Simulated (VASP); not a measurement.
# SnTe in VASP: a series of runs

Runs on SnTe. Level: PBEsol. Tasks: single point.

Program: VASP 6.6.1. These are calculated values, not measurements. Logs are shortened: lines on timing, memory, paths and dates and some standing lists are left out, and cuts for length are marked.

**1. The cell of the first run**

The structure is tetragonal, space group I4/mmm (No. 139). Conventional cell: a = 4.553 Å, b = 4.553 Å, c = 6.313 Å, α = 90.00°, β = 90.00°, γ = 90.00°. Within 4.2 Å of Sn (site symmetry 4/mmm) lie 6 Te at 3.16 to 3.22 Å. Te (site symmetry 4/mmm) has 6 Sn at 3.16 to 3.22 Å within 4.2 Å.

**2. Single point, PBEsol (equal xx and yy strain of +2 %)**

Input file INCAR:

```
SYSTEM = SnTe
PREC = Accurate ; ENCUT = 520
EDIFF = 1E-7 ; ISMEAR = -1
SIGMA = 0.08 ; LREAL = .FALSE.
LASPH = .TRUE. ; NELM = 80
ALGO = Normal ; ISIF = 2
LWAVE = .FALSE. ; LCHARG = .FALSE.
GGA = PS ; NBANDS = 17
```

Input file KPOINTS:

```
regular mesh
0
G
  11 11 11
  0 0 0
```

Input file POSCAR:

```
SnTe
1.0
    0.0000000000      3.2196300000      3.1565000000
    3.2196300000      0.0000000000      3.1565000000
    3.2196300000      3.2196300000      0.0000000000
Sn Te
1 1
Direct
    0.0000000000      0.0000000000      0.0000000000
    0.5000000000      0.5000000000      0.5000000000
```

Potentials or basis: VASP PAW PBE potentials, release 64 (Sn_d, Te).

Started as:

```bash
$ cat potpaw_PBE.64/Sn_d/POTCAR potpaw_PBE.64/Te/POTCAR > POTCAR
$ mpirun -np 1 vasp_std > vasp.out
```

OUTCAR:

```text
SYSTEM = SnTe
   PREC = Accurate
   ENCUT = 520
   EDIFF = 1E-7
   ISMEAR = -1
   LREAL = .FALSE.
   LASPH = .TRUE.
   NELM = 80
   ISIF = 2
   GGA = PS

 ion  position               nearest neighbor table
   1  0.000  0.000  0.000-   2 3.16   2 3.16   2 3.22   2 3.22   2 3.22   2 3.22
   2  0.500  0.500  0.500-   1 3.16   1 3.16   1 3.22   1 3.22   1 3.22   1 3.22

  LATTYP: Found a body centered tetragonal cell.
 ALAT       =     4.5532444118
 C/A-ratio  =     1.3864838847

  Lattice vectors:

 A1 = (   0.0000000000,  -3.2196300000,  -3.1565000000)
 A2 = (   0.0000000000,   3.2196300000,  -3.1565000000)
 A3 = (   3.2196300000,   0.0000000000,   3.1565000000)

Analysis of symmetry for initial positions (statically):
=====================================================================
 Subroutine PRICEL returns:
 Original cell was already a primitive cell.

 Routine SETGRP: Setting up the symmetry group for a
 body centered tetragonal supercell.

 Subroutine GETGRP returns: Found 16 space group operations
 (whereof 16 operations were pure point group operations)
 out of a pool of 16 trial point group operations.

The static configuration has the point symmetry D_4h.

Analysis of symmetry for dynamics (positions and initial velocities):
=====================================================================
 Subroutine PRICEL returns:
 Original cell was already a primitive cell.

 Routine SETGRP: Setting up the symmetry group for a
 body centered tetragonal supercell.

 Subroutine GETGRP returns: Found 16 space group operations
 (whereof 16 operations were pure point group operations)
 out of a pool of 16 trial point group operations.

The dynamic configuration has the point symmetry D_4h.

 Subroutine INISYM returns: Found 16 space group operations
 (whereof 16 operations are pure point group operations),
 and found     1 'primitive' translations

----------------------------------------------------------------------------------------

                                     Primitive cell

  volume of cell :      65.4407

  direct lattice vectors                    reciprocal lattice vectors
     0.000000000  3.219630000  3.156500000    -0.155297348  0.155297348  0.158403295
     3.219630000  0.000000000  3.156500000     0.155297348 -0.155297348  0.158403295
     3.219630000  3.219630000  0.000000000     0.155297348  0.155297348 -0.158403295

  length of vectors
     4.508825744  4.508825744  4.553244412     0.270787991  0.270787991  0.270787991

  position of ions in fractional coordinates (direct lattice)
     0.000000000  0.000000000  0.000000000
     0.500000000  0.500000000  0.500000000

  ion indices of the primitive-cell ions
   primitive index   ion index
                 1           1
                 2           2

----------------------------------------------------------------------------------------

 KPOINTS: regular mesh

Automatic generation of k-mesh.
 Grid dimensions read from file:
 generate k-points for:   11   11   11

 Generating k-lattice:

  Cartesian coordinates                     Fractional coordinates (reciprocal lattice)
    -0.014117941  0.014117941  0.014400300     0.090909091  0.000000000  0.000000000
     0.014117941 -0.014117941  0.014400300     0.000000000  0.090909091  0.000000000
     0.014117941  0.014117941 -0.014400300     0.000000000  0.000000000  0.090909091

  Length of vectors
     0.024617090  0.024617090  0.024617090

  Shift w.r.t. Gamma in fractional coordinates (k-lattice)
     0.000000000  0.000000000  0.000000000

 Subroutine IBZKPT returns following result:
 ===========================================

 Found    126 irreducible k-points:

 Following reciprocal coordinates:
            Coordinates               Weight
  0.000000  0.000000  0.000000      1.000000
  0.090909  0.000000  0.000000      8.000000
  0.181818  0.000000  0.000000      8.000000
  0.272727  0.000000  0.000000      8.000000
  0.363636  0.000000  0.000000      8.000000
  0.454545  0.000000  0.000000      8.000000
[... 16 lines left out ...]
 -0.272727  0.181818  0.000000      8.000000
 -0.181818  0.181818  0.000000      4.000000
 [... further k-points ...]
   k-points           NKPTS =    126   k-points in BZ     NKDIM =    126   number of bands    NBANDS=     17
   number of dos      NEDOS =    301   number of ions     NIONS =      2
   total plane-waves  NPLWV =  46656
   dimension x,y,z NGX =    36 NGY =   36 NGZ =   36
   dimension x,y,z NGXF=    72 NGYF=   72 NGZF=   72
   ions per type =               1   1
   NGX,Y,Z   is equivalent  to a cutoff of  13.27, 13.27, 13.14 a.u.
   NGXF,Y,Z  is equivalent  to a cutoff of  26.55, 26.55, 26.29 a.u.
 SYSTEM =  SnTe
   PREC   = accura    normal or accurate (medium, high low for compatibility)
   ISTART =      0    job   : 0-new  1-cont  2-samecut
   ICHARG =      2    charge: 1-file 2-atom 10-const
   ISPIN  =      1    spin polarized calculation?
   LNONCOLLINEAR =      F non collinear calculations
   LSORBIT =      F    spin-orbit coupling
   LASPH  =      T    aspherical Exc in radial PAW
   ENCUT  =  520.0 eV  38.22 Ry    6.18 a.u.   8.38  8.38  8.47*2*pi/ulx,y,z
   NELM   =     80;   NELMIN=  2; NELMDL= -5     # of ELM steps
   EDIFF  = 0.1E-06   stopping-criterion for ELM
   LREAL  =      F    real-space projection
   EDIFFG = 0.1E-05   stopping-criterion for IOM
   NSW    =      0    number of steps for IOM
   IBRION =     -1    ionic relax: 0-MD 1-quasi-New 2-CG
   NFREE  =      0    steps in history (QN), initial steepest desc. (CG)
   ISIF   =      2    stress and relaxation
   ISYM   =      2    0-nonsym 1-usesym 2-fastsym
   POTIM  = 0.5000    time-step for ionic-motion
   TEBEG  =    0.0;   TEEND  =   0.0 temperature during run
   PSTRESS=    0.0 pullay stress
   NELECT =      20.0000    total number of electrons
   NUPDOWN=      -1.0000    fix difference up-down
   EMIN   =  10.00;   EMAX   =-10.00  energy-range for DOS
   EFERMI =   0.00;   METHOD = LEGACY
   ISMEAR =    -1;   SIGMA  =   0.08  broadening in eV -4-tet -1-fermi 0-gaus
   EFERMI_NEDOS =   21; number of points for ismear=-14 and -15
   IALGO  =     38    algorithm
   IMIX   =      4    mixing-type and parameters
     AMIX     =   0.40;   BMIX     =  1.00
     AMIX_MAG =   1.60;   BMIX_MAG =  1.00
  volume/ion in A,a.u.               =      32.72       220.81
  Fermi-wavevector in a.u.,A,eV,Ry     =   1.102729  2.083856 16.544847  1.216012
  Thomas-Fermi vector in A             =   2.239177
   LORBIT       =      0    0 simple, 1 ext, 2 COOP (PROOUT), +10 PAW based schemes
   GGA     = PS    functional components
   LHFCALC =     F    Hartree Fock is set to
   AEXX    =    0.0000 exact exchange contribution
   IVDW    =     0    specifies the selected vdW correction
   LEPSILON=     F    determine dielectric tensor
   LRPA    =     F    only Hartree local field effects (RPA)
 non-spin polarized calculation
  energy-cutoff  :      520.00
  volume of cell :       65.44
 maximum number of plane-waves:      1785
 NGX is ok and might be reduce to    36
   NGX = 17   NGY = 17   NGZ = 17

 number of electron      20.0000005 magnetization

 Free energy of the ion-electron system (eV)
  ---------------------------------------------------
  ext. energy  EPLUGINS =         0.00000000
  ---------------------------------------------------
  free energy    TOTEN  =        -8.31173258 eV

  energy without entropy =       -8.31018810  energy(sigma->0) =       -8.31096034

 E-fermi :   6.2228     XC(G=0):  -9.4540

 val. band max:        6.0460216165   @ k =   0.4545   0.0000   0.0000
 cond. band min:       6.4429582891   @ k =   0.4545   0.0000   0.0000
 fundamental gap:      0.3969366726
 Fermi energy:         6.2228107035

 k-point     1 :       0.0000    0.0000    0.0000
  band No.  band energies     occupation
      1     -15.5176      2.00000
      2     -15.5134      2.00000
      3     -15.5097      2.00000
      4     -15.5070      2.00000
      5     -15.5070      2.00000
      6      -6.2429      2.00000
[... 9 lines left out ...]
     16      11.1401      0.00000
     17      12.9550      0.00000

 k-point     2 :       0.0909    0.0000    0.0000
  band No.  band energies     occupation
      1     -15.5177      2.00000
      2     -15.5132      2.00000
      3     -15.5099      2.00000
      4     -15.5067      2.00000
      5     -15.5066      2.00000
      6      -6.1774      2.00000
[... 9 lines left out ...]
     16      11.2631      0.00000
     17      13.4542      0.00000

 k-point     3 :       0.1818    0.0000    0.0000
  band No.  band energies     occupation
      1     -15.5183      2.00000
      2     -15.5129      2.00000
      3     -15.5105      2.00000
      4     -15.5060      2.00000
      5     -15.5054      2.00000
      6      -5.9873      2.00000
[... 9 lines left out ...]
     16      11.7117      0.00000
     17      14.6261      0.00000

 k-point     4 :       0.2727    0.0000    0.0000
  band No.  band energies     occupation
      1     -15.5193      2.00000
      2     -15.5135      2.00000
      3     -15.5104      2.00000
      4     -15.5048      2.00000
      5     -15.5038      2.00000
      6      -5.6959      2.00000
[... 9 lines left out ...]
     16      12.4365      0.00000
     17      16.1243      0.00000
[... 343 lines left out ...]
      1     -15.5197      2.00000
      2     -15.5164      2.00000
      3     -15.5093      2.00000
      4     -15.5031      2.00000
      5     -15.5012      2.00000
      6      -5.0420      2.00000
[... 9 lines left out ...]
     16      13.4054      0.00000
     17      16.4993      0.00000

 k-point    23 :      -0.2727    0.1818    0.0000
  band No.  band energies     occupation
      1     -15.5201      2.00000
      2     -15.5149      2.00000
      3     -15.5084      2.00000
      4     -15.5044      2.00000
      5     -15.5026      2.00000
      6      -5.3136      2.00000
[... 9 lines left out ...]
     16      14.7331      0.00000
     17      15.5210      0.00000

 k-point    24 :      -0.1818    0.1818    0.0000
  band No.  band energies     occupation
      1     -15.5199      2.00000
      2     -15.5136      2.00000
      3     -15.5083      2.00000
      4     -15.5056      2.00000
      5     -15.5041      2.00000
      6      -5.6140      2.00000
[... 9 lines left out ...]
     16      14.0893      0.00000
     17      14.4048      0.00000

 [... further k-points ...]
[... 5 lines left out ...]
  --------------------------------------------------------------------------------------
  -------------------------------------------------------------------------------------
  Total       -1.1629845     -1.1629845     -0.2528408      0.0000000     -0.0000000      0.0000000
  in kB      -28.4732325    -28.4732325     -6.1902766      0.0000000     -0.0000000      0.0000000
  external PRESSURE =     -21.0455805 kB  Pullay stress =       0.0000000 kB

 VOLUME and BASIS-vectors are now :
 -----------------------------------------------------------------------------
  energy-cutoff  :      520.00
  volume of cell :       65.44
      direct lattice vectors                 reciprocal lattice vectors
     0.000000000  3.219630000  3.156500000    -0.155297348  0.155297348  0.158403295
     3.219630000  0.000000000  3.156500000     0.155297348 -0.155297348  0.158403295
     3.219630000  3.219630000  0.000000000     0.155297348  0.155297348 -0.158403295

 POSITION                                       TOTAL-FORCE (eV/Angst)
 -----------------------------------------------------------------------------------
      0.00000      0.00000      0.00000         0.000000      0.000000     -0.000000
      3.21963      3.21963      3.15650         0.000000      0.000000      0.000000
 -----------------------------------------------------------------------------------
    total drift:                               -0.000000      0.000000      0.000000

  FREE ENERGIE OF THE ION-ELECTRON SYSTEM (eV)
  ---------------------------------------------------
  free  energy   TOTEN  =        -8.3117325848 eV

  energy  without entropy=       -8.3101880993  energy(sigma->0) =       -8.31096034
```

Wall time 1.8 min (1 thread of Intel Xeon Platinum 8259CL at 2.50GHz (Skylake/Cascade Lake), shared host); peak memory 0.31 GiB.

Results:

```yaml
Free_energy: -8.3117 eV
Pressure: -2.1 GPa
Band_gap_on_the_k_mesh: 0.40 eV
```

Stress tensor (GPa, compression positive):
```
-2.85  0.00  0.00
 0.00 -2.85  0.00
 0.00  0.00 -0.62
```

Levels at points of the mesh, in eV from the valence-band top:
```csv
k point,band 6,band 7,band 8,band 9,band 10,band 11,band 12,band 13,band 14,band 15
"(0.00, 0.00, 0.00)",-12.29,-4.67,-1.95,-1.73,-1.73,3.29,3.29,3.76,4.96,4.96
```

Caveat: the cell differs from its parent crystal (equal xx and yy strain of +2 %); the PAW data sets were made with another functional, which shifts forces and pressure a little; spin-orbit coupling is left out, which moves the levels of the heavy elements; an odd mesh through Γ misses points on the zone boundary, where band edges can lie.

**3. Single point, PBEsol (29.56 Å³/atom)**

This run uses another cell than the first one, of 29.56 Å³/atom.

Input file INCAR:

```
PREC = Accurate ; ENCUT = 520
EDIFF = 1E-6 ; ISMEAR = -1
SIGMA = 0.08 ; LREAL = F
LASPH = T ; NELM = 60
ALGO = Normal ; ISIF = 2
LWAVE = F ; LCHARG = T
GGA = PS ; LELF = T
LVHAR = T ; NBANDS = 17
```

Input file KPOINTS:

```
Automatic mesh
0
Gamma
  11 11 11
```

Input file POSCAR:

```
SnTe
1.0
    0.0000000000      3.0920635522      3.0920635522
    3.0920635522      0.0000000000      3.0920635522
    3.0920635522      3.0920635522      0.0000000000
Sn Te
1 1
Direct
    0.0000000000      0.0000000000      0.0000000000
    0.5000000000      0.5000000000      0.5000000000
```

Potentials or basis: VASP PAW PBE potentials, release 64 (Sn_d, Te).

Started as:

```bash
$ cat potpaw_PBE.64/Sn_d/POTCAR potpaw_PBE.64/Te/POTCAR > POTCAR
$ mpirun -np 1 vasp_std > vasp.out
```

Run time: 96 s. Hardware: 1 thread of Intel Xeon 8259CL, shared host; peak memory 0.23 GiB.

The run converged. Its results:

```yaml
Free_energy: -8.3151 eV
Pressure: 2.6 GPa
```

Levels at points of the mesh, in eV from the Fermi level:
| k point | band 7 | band 8 | band 9 | band 10 | band 11 | band 12 | band 13 | band 14 |
| --- | --- | --- | --- | --- | --- | --- | --- | --- |
| (0.00, 0.00, 0.00) | -4.49 | -2.30 | -2.30 | -2.30 | 3.44 | 3.44 | 3.44 | 4.60 |

Caveat: this odd mesh misses L, so gap, dielectric constants and Born charges aren't listed; the PAW data sets were made with another functional, which shifts forces and pressure a little; spin-orbit coupling is left out, which moves the levels of the heavy elements.

**4. Single point, PBEsol (30.19 Å³/atom)**

This run uses another cell than the first one, of 30.19 Å³/atom.

Input file INCAR:

```
SYSTEM = SnTe
  ALGO = Normal
  EDIFF = 1E-6
  ENCUT = 520
  GGA = PS
  ISIF = 2
  ISMEAR = -1
  LASPH = .True.
  LCHARG = .True.
  LELF = .True.
  LREAL = .False.
  LVHAR = .True.
  LWAVE = .False.
  NBANDS = 17
  NELM = 100
  PREC = Accurate
  SIGMA = 0.08
```

Input file KPOINTS:

```
k-points
0
Gamma
  11 11 11
  0 0 0
```

Input file POSCAR:

```
SnTe
1.0
    0.0000000000      3.1138393650      3.1138393650
    3.1138393650      0.0000000000      3.1138393650
    3.1138393650      3.1138393650      0.0000000000
Sn Te
1 1
Direct
    0.0000000000      0.0000000000      0.0000000000
    0.5000000000      0.5000000000      0.5000000000
```

Started as:

```bash
$ cat potpaw_PBE.64/Sn_d/POTCAR potpaw_PBE.64/Te/POTCAR > POTCAR
$ mpirun -np 1 vasp_std > vasp.out
```

Wall time 1.8 min (1 thread of Intel Xeon 8259CL, shared host); peak memory 0.23 GiB.

Results (log left out):

* Free energy: -8.3315 eV
* Pressure: 1.5 GPa

Levels at points of the mesh, in eV from the Fermi level:
| k point | band 8 | band 9 | band 10 | band 11 | band 12 | band 13 |
| --- | --- | --- | --- | --- | --- | --- |
| (0.00, 0.00, 0.00) | -2.23 | -2.23 | -2.23 | 3.40 | 3.40 | 3.40 |

Caveat: this odd mesh misses L, so gap, dielectric constants and Born charges aren't listed; the PAW data sets were made with another functional, which shifts forces and pressure a little; spin-orbit coupling is left out, which moves the levels of the heavy elements.

**5. Single point, PBEsol (30.82 Å³/atom)**

This run uses another cell than the first one, of 30.82 Å³/atom.

Input file INCAR:

```
SYSTEM = SnTe
PREC = Accurate ; ENCUT = 520
EDIFF = 1E-6 ; ISMEAR = -1
SIGMA = 0.08 ; LREAL = .FALSE.
LASPH = .TRUE. ; NELM = 80
ALGO = Normal ; ISIF = 2
LWAVE = .FALSE. ; LCHARG = .TRUE.
GGA = PS ; LELF = .TRUE.
LVHAR = .TRUE. ; NBANDS = 17
```

Input file KPOINTS:

```
Automatic mesh
0
G
  11 11 11
  0 0 0
```

Input file POSCAR:

```
SnTe
1.0
    0.0000000000      3.1353147979      3.1353147979
    3.1353147979      0.0000000000      3.1353147979
    3.1353147979      3.1353147979      0.0000000000
Sn Te
1 1
Direct
    0.0000000000      0.0000000000      0.0000000000
    0.5000000000      0.5000000000      0.5000000000
```

Started as:

```bash
$ cat potpaw_PBE.64/Sn_d/POTCAR potpaw_PBE.64/Te/POTCAR > POTCAR
$ mpirun -np 1 vasp_std > vasp.out
```

Run time: 1.9 min. Hardware: 1 thread of Intel Xeon 8259CL, shared host; peak memory 0.24 GiB.

It converged, with:

| Property | Result |
| --- | --- |
| Free energy | -8.3391 eV |
| Pressure | 0.4 GPa |

Levels at points of the mesh, in eV from the Fermi level:
```csv
k point,band 7,band 8,band 9,band 10,band 11,band 12,band 13,band 14
"(0.00, 0.00, 0.00)",-4.65,-2.17,-2.17,-2.17,3.37,3.37,3.37,4.69
```

Caveat: this odd mesh misses L, so gap, dielectric constants and Born charges aren't listed; the PAW data sets were made with another functional, which shifts forces and pressure a little; spin-orbit coupling is left out, which moves the levels of the heavy elements.

**6. Single point, PBEsol (31.14 Å³/atom)**

This run uses another cell than the first one, of 31.14 Å³/atom.

Input file INCAR:

```
  PREC = Accurate
  ENCUT = 520
  EDIFF = 1E-6
  ISMEAR = -1
  SIGMA = 0.08
  LREAL = False
  LASPH = True
  NELM = 60
  ALGO = Normal
  ISIF = 2
  LWAVE = False
  LCHARG = False
  GGA = PS
  NBANDS = 17
```

Input file KPOINTS:

```
regular mesh
0
Gamma
  11 11 11
```

Input file POSCAR:

```
SnTe
1.0
    0.0000000000      3.1459430650      3.1459430650
    3.1459430650      0.0000000000      3.1459430650
    3.1459430650      3.1459430650      0.0000000000
Sn Te
1 1
Direct
    0.0000000000      0.0000000000      0.0000000000
    0.5000000000      0.5000000000      0.5000000000
```

Potentials or basis: VASP PAW PBE potentials, release 64 (Sn_d, Te).

Started as:

```bash
$ cat potpaw_PBE.64/Sn_d/POTCAR potpaw_PBE.64/Te/POTCAR > POTCAR
$ mpirun -np 1 vasp_std > vasp.out
```

Wall time 93 s (1 thread of Intel Xeon 8259CL, shared host); peak memory 0.24 GiB.

It converged, with:

- Free energy: -8.3400 eV
- Pressure: -0.1 GPa

Levels at points of the mesh, in eV from the Fermi level:
| k point | band 6 | band 7 | band 8 | band 9 | band 10 | band 11 | band 12 | band 13 | band 14 | band 15 |
| --- | --- | --- | --- | --- | --- | --- | --- | --- | --- | --- |
| (0.00, 0.00, 0.00) | -12.85 | -4.69 | -2.14 | -2.14 | -2.14 | 3.35 | 3.35 | 3.35 | 4.71 | 4.71 |

Caveat: this odd mesh misses L, so gap, dielectric constants and Born charges aren't listed; the PAW data sets were made with another functional, which shifts forces and pressure a little; spin-orbit coupling is left out, which moves the levels of the heavy elements.

**7. Summary**

```tsv
cell	pressure (GPa)
a = 4.509, b = 4.509, c = 4.553 Å, angles 59.7, 59.7, 60.7°, 2 atoms	-2.1
a = 4.373 Å, angles 60.0°, 2 atoms	2.6
a = 4.404 Å, angles 60.0°, 2 atoms	1.5
a = 4.434 Å, angles 60.0°, 2 atoms	0.4
a = 4.449 Å, angles 60.0°, 2 atoms	-0.1
```

Alike in all rows: task single point; level PBEsol; potentials or basis VASP PAW PBE potentials, release 64 (Sn_d, Te); no spin polarisation; k mesh 11 × 11 × 11; cutoff (eV) 520; smearing fermi-dirac 0.08 eV.

Caveats: the PAW data sets were made with another functional, which shifts forces and pressure a little; spin-orbit coupling is left out, which moves the levels of the heavy elements; an odd mesh through Γ misses points on the zone boundary, where band edges can lie (at least some runs).

Total energies depend on the potentials used, so only differences within one code and one set of settings carry meaning.
